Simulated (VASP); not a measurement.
Input of a VASP 6.6.1 run:

INCAR

```
PREC     = Accurate       # precision mode
ENCUT    = 520            # plane-wave cutoff, eV
EDIFF    = 1E-7           # SCF threshold, eV
ISMEAR   = -1             # smearing method
SIGMA    = 0.08           # smearing width, eV
LREAL    = False          # projectors in reciprocal space
LASPH    = True           # aspherical terms in the spheres
NELM     = 100            # most SCF steps
ALGO     = Normal         # electronic algorithm
ISIF     = 2              # what is computed and relaxed
LWAVE    = False          # write WAVECAR
LCHARG   = True           # write CHGCAR
GGA      = PE             # functional
LELF     = True           # ELF
LVHAR    = True         
NBANDS   = 13             # bands
```

Contents of KPOINTS:

```
Automatic mesh
0
Gamma
  17 17 17
```

Contents of POSCAR:

```
Mo
1.0
    0.0000000000      1.9742159233      1.9742159233
    1.9742159233      0.0000000000      1.9742159233
    1.9742159233      1.9742159233      0.0000000000
Mo
1
Direct
    0.0000000000      0.0000000000      0.0000000000
```

Potentials or basis: VASP PAW PBE potentials, release 64 (Mo_sv).

The run is started by

```console
$ cat potpaw_PBE.64/Mo_sv/POTCAR > POTCAR
$ mpirun -np 1 vasp_std > vasp.out
```

Question: Estimate the pressure.

Answer: 11.1 GPa.

Question: Estimate the band gap on the k mesh.

Answer: Zero (band 7 reaches 16.55 eV, above the bottom of band 8 at 11.65 eV).
